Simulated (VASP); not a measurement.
Set up this calculation in VASP 6.6.1, as the native input.

* Task: single point
* Functional: LDA
* Potentials or basis: VASP PAW LDA potentials, release 64 (Al, N)
* Cutoff: 520 eV
* k mesh: 8 × 6 × 4
* Occupations: gaussian, width 0.05 eV
* Spin: no spin polarisation
* Dipole correction: no
* Further INCAR settings: ALGO = Normal; EDIFF = 1e-06; NBANDS = 26

The structure of AlN lies in POSCAR:

```
AlN
1.0
   -1.6378403119      2.8368226349      0.0000000000
    0.0000000000      0.0000000000      4.1006264518
    4.9135209358      2.8368226349      0.0000000000
Al N
4 4
Direct
    0.5844936769      0.7500000000      0.1695947401
    1.0000000000      0.7500000000      0.6666666667
    0.0000000000      0.2500000000      0.3333333333
    0.5000000000      0.2500000000      0.8333333333
    0.5000000000      0.2500000000      0.1666666667
    1.0000000000      0.2500000000      0.6666666667
    0.0000000000      0.7500000000      0.3333333333
    0.5000000000      0.7500000000      0.8333333333
```

This cell differs from its parent crystal: atom 1 (Al) moved by -0.124 Å along [1 0 0] and +0.248 Å along [1 2 0].

One way to write it, as run:

INCAR

```
SYSTEM = AlN
PREC     = Accurate       ! precision mode
ENCUT    = 520            ! plane-wave cutoff, eV
EDIFF    = 1E-6           ! SCF threshold, eV
ISMEAR   = 0              ! smearing method
SIGMA    = 0.05           ! smearing width, eV
LREAL    = .FALSE.        ! projectors in reciprocal space
LASPH    = .TRUE.         ! aspherical terms in the spheres
NELM     = 60             ! most SCF steps
ALGO     = Normal         ! electronic algorithm
ISIF     = 2              ! what is computed and relaxed
LWAVE    = .FALSE.        ! write WAVECAR
LCHARG   = .FALSE.        ! write CHGCAR
NBANDS   = 26             ! bands
```

KPOINTS

```
regular mesh
0
G
  8 6 4
  0 0 0
```

Potentials or basis: VASP PAW LDA potentials, release 64 (Al, N).

The run is started by

```console
$ cat potpaw_LDA.64/Al/POTCAR potpaw_LDA.64/N/POTCAR > POTCAR
$ mpirun -np 1 vasp_std > vasp.out
```

It gave:

The pressure is 4.5 GPa, the largest force is 6.876 eV/Å and the band gap on the k mesh is 3.55 eV.

Caveat: the cell differs from its parent crystal (atom 1 (Al) moved by -0.124 Å along [1 0 0] and +0.248 Å along [1 2 0]); the cell stands under pressure; forces of over 1 eV/Å act on the atoms, so gaps and moduli don't describe the material at rest.

It took 39 s on 1 thread of Intel(R) Xeon(R) 6975P-C (Granite Rapids) (shared host), peak memory 0.22 GiB.
